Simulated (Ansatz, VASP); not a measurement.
NbTe in VASP and in Ansatz

File INCAR:

```
PREC = Accurate ; ENCUT = 520
EDIFF = 1E-6 ; ISMEAR = 0
SIGMA = 0.013000000000000001 ; LREAL = False
LASPH = True ; NELM = 60
ALGO = Normal ; ISIF = 2
LWAVE = False ; LCHARG = True
GGA = PE ; LELF = True
LVHAR = True ; NBANDS = 16
```

Contents of KPOINTS:

```
regular mesh
0
Gamma
  8 8 8
```

File POSCAR:

```
NbTe
1.0
    3.4257000000      0.0000000000      0.0000000000
    0.0000000000      3.4257000000      0.0000000000
    0.0000000000      0.0000000000      3.4257000000
Nb Te
1 1
Direct
    0.5000000000      0.5000000000      0.5000000000
    0.0000000000      0.0000000000      0.0000000000
```

Contents of input.yaml:

```yaml
crystal:
  lattice:
    - [3.4257, 0.0, 0.0]
    - [0.0, 3.4257, 0.0]
    - [0.0, 0.0, 3.4257]
  atoms:
    - { symbol: Nb, position: [0.5, 0.5, 0.5] }
    - { symbol: Te, position: [0.0, 0.0, 0.0] }
hamiltonian:
  xc: pbe
  pseudopotentials: { kind: paw }
kpoints:
  mp_grid: { grid: [8, 8, 8] }
scf:
  occupations: { method: gaussian, width: 0.013 }
output:
  forces: true
  stress: true
  eigenvalues: true
  write_density: true
  write_potential: true
  elf: true
  volumetric_format: npy
```

Alike in both runs: task single point; functional PBE; k mesh 8 × 8 × 8; occupations gaussian, width 0.013 eV; no spin polarisation.

|  | VASP | Ansatz |
| --- | --- | --- |
| version | VASP 6.6.1 | Ansatz 0.2.0 |
| potentials or method | VASP PAW PBE potentials, release 64 (Nb_sv, Te) | Ansatz PAW |
| plane-wave cutoff (eV) | 520 | 420 |
| valence electrons in the cell | 19 | 29 |

|  | VASP | Ansatz | Ansatz less VASP |
| --- | --- | --- | --- |
| gap on the k mesh at the Fermi level (eV) | none | none | - |
| pressure (GPa) | -0.3 | -0.1 | +0.19 |

A gap of «none» marks a metal or a gap that the smearing closes. VASP's potentials hold 19 valence electrons a cell and Ansatz's 29, so a difference there can come from the potentials and not from the codes.

Neither program's run includes spin-orbit coupling.
